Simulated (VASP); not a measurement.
A run of VASP 6.6.1:

INCAR

```
SYSTEM = BN
ALGO = Normal
EDIFF = 1E-7
ENCUT = 520
GGA = PS
ISIF = 2
ISMEAR = 0
LASPH = .True.
LCHARG = .True.
LELF = .True.
LREAL = .False.
LVHAR = .True.
LWAVE = .False.
NBANDS = 11
NELM = 60
PREC = Accurate
SIGMA = 0.02
```

File KPOINTS:

```
k-points
0
Gamma
  12 12 12
  0 0 0
```

File POSCAR:

```
BN
1.0
    0.0000000000      1.7859510251      1.7859510251
    1.7859510251      0.0000000000      1.7859510251
    1.7859510251      1.7859510251      0.0000000000
B N
1 1
Direct
    0.0000000000      0.0000000000      0.0000000000
    0.7500000000      0.7500000000      0.7500000000
```

Potentials or basis: VASP PAW PBE potentials, release 64 (B, N).

Run with:

```sh
$ cat potpaw_PBE.64/B/POTCAR potpaw_PBE.64/N/POTCAR > POTCAR
$ mpirun -np 1 vasp_std > vasp.out
```

Hardware: 1 thread of AMD EPYC 7R13, with other jobs on the host.

Q: Estimate the wall time of this run.

A: It took 24 s on 1 thread of AMD EPYC 7R13 (shared host), peak memory 0.09 GiB. Counts: scf iterations 12, k points 72.
